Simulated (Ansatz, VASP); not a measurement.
AlNi3: VASP beside Ansatz

```xyz
4
Lattice="0.0000 2.8855 2.8855 2.8855 0.0000 2.8855 2.8855 2.8855 0.0000" Properties=species:S:1:pos:R:3 pbc="T T T"
Al    2.8855    2.8855    2.8855
Ni    1.4427    1.4427    1.4427
Ni    0.0000    0.0000    0.0000
Ni    4.3282    4.3282    4.3282
```

Alike in both runs: task single point; functional PBE; k mesh 14 × 14 × 14; occupations gaussian, width 0.15 eV; no spin polarisation.

|  | VASP | Ansatz |
| --- | --- | --- |
| version | VASP 6.6.1 | Ansatz 0.2.0 |
| potentials or method | VASP PAW PBE potentials, release 64 (Al, Ni), cutoff 520 eV | scalar-relativistic, plane waves, PAW |
| valence electrons in the cell | 33 | 57 |

|  | VASP | Ansatz | Ansatz less VASP |
| --- | --- | --- | --- |
| gap on the k mesh at the Fermi level (eV) | none | none | - |
| pressure (GPa) | -8.1 | -8.2 | -0.09 |

A gap of «none» marks a metal or a gap that the smearing closes. The functional is the same, so the differences come from potentials, cutoffs and numerics. VASP's potentials hold 33 valence electrons a cell and Ansatz's 57, so a difference there can come from the potentials and not from the codes.
